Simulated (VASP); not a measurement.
Re:

```xyz
1
Lattice="-1.5348 1.5348 1.5348 1.5348 -1.5348 1.5348 1.5348 1.5348 -1.5348" Properties=species:S:1:pos:R:3 pbc="T T T"
Re    0.0000    0.0000    0.0000
```

Base run:

```yaml
Program: VASP 6.6.1
Functional: LDA
Potentials_or_basis: VASP PAW LDA potentials, release 64 (Re)
Cutoff: 520 eV
k_mesh: 14 × 14 × 14
Occupations: fermi-dirac, width 0.1 eV
Spin: non-collinear spin, zero start, spin-orbit coupling
Starting_moments: "[[0.0, 0.0, 0.0]] μB"
```

Its results: pressure 2.0 GPa.

Problem. The run is repeated on the same cell with these changes: spin from non-collinear spin, zero start, spin-orbit coupling to no spin polarisation; further incar settings from ALGO = Normal; EDIFF = 1e-06; NBANDS = 18 to ALGO = Normal; EDIFF = 1e-06; NBANDS = 10. What comes out?

Solution. Pressure 1.5 GPa.
